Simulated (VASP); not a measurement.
Write the native input for VASP 6.6.1 that does the following.

- Task: single point
- Functional: PBEsol
- Potentials or basis: VASP PAW PBE potentials, release 64 (Cd, Te)
- Cutoff: 520 eV
- k mesh: 6 × 6 × 6
- Occupations: fermi-dirac, width 0.02 eV
- Spin: no spin polarisation
- Dipole correction: no
- Further INCAR settings: ALGO = Normal; EDIFF = 1e-06; NBANDS = 16; ISYM = 0

The structure of CdTe lies in POSCAR:

```
CdTe
1.0
    0.0000000000      3.0443556759      3.0443556759
    3.0443556759      0.0000000000      3.0443556759
    3.0443556759      3.0443556759      0.0000000000
Cd Te
1 1
Direct
    0.0000000000      0.0000000000      0.0000000000
    0.5000000000      0.5000000000      0.5000000000
```

One way to write it, as run:

INCAR

```
PREC = Accurate
ENCUT = 520
EDIFF = 1E-6
ISMEAR = -1
SIGMA = 0.02
LREAL = False
LASPH = True
NELM = 100
ALGO = Normal
ISIF = 2
LWAVE = False
LCHARG = False
GGA = PS
NBANDS = 16
ISYM = 0
```

KPOINTS

```
Automatic mesh
0
Gamma
  6 6 6
```

Potentials or basis: VASP PAW PBE potentials, release 64 (Cd, Te).

Run with:

```console
$ cat potpaw_PBE.64/Cd/POTCAR potpaw_PBE.64/Te/POTCAR > POTCAR
$ mpirun -np 1 vasp_std > vasp.out
```

Results of the run:

- Pressure: -1.9 GPa
- Band gap on the k mesh: zero (band 9 reaches 3.96 eV, above the bottom of band 10 at 2.53 eV)

Caveat: the PAW data sets were made with another functional, which shifts forces and pressure a little; spin-orbit coupling is left out, which moves the levels of the heavy elements.

It took 42 s on 1 thread of AMD EPYC 9R45 96-Core Processor (Zen 5), on a shared host, peak memory 0.22 GiB.
